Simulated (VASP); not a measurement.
MgO (Periclase), 2 atoms in the cell. Symmetry: Fm-3m, No. 225, cubic system. The conventional cell has a = 4.217 Å, b = 4.217 Å, c = 4.217 Å, α = 90.00°, β = 90.00°, γ = 90.00°. Mg (site symmetry m-3m) has 6 O at 2.11 Å within 2.8 Å. O (site symmetry m-3m) has 6 Mg at 2.11 Å within 2.8 Å. 

* Program: VASP 6.6.1
* Task: relaxation of cell and atoms
* Functional: PBE
* Dispersion: D3(BJ)
* Potentials or basis: VASP PAW PBE potentials, release 64 (Mg, O)
* Cutoff: 600 eV
* k mesh: 10 × 10 × 10
* Occupations: gaussian, width 0.02 eV
* Spin: no spin polarisation
* Dipole correction: no
* Further INCAR settings: ALGO = Normal; EDIFF = 1e-06; IBRION = 2; EDIFFG = -0.005; NSW = 100; ISIF = 3

Potentials or basis: VASP PAW PBE potentials, release 64 (Mg, O).

Launch:

```console
$ cat potpaw_PBE.64/Mg/POTCAR potpaw_PBE.64/O/POTCAR > POTCAR
$ mpirun -np 1 vasp_std > vasp.out
```

Hardware: 1 thread of AMD EPYC 7R43 64-Core Processor (Zen 3), on a shared host.

Task: Estimate the wall time of this run.

Result: Wall time 12 s on 1 thread of AMD EPYC 7R43 64-Core Processor (Zen 3) (shared host), peak memory 0.13 GiB. Counts: scf iterations 21, k points 47, ion steps 3.
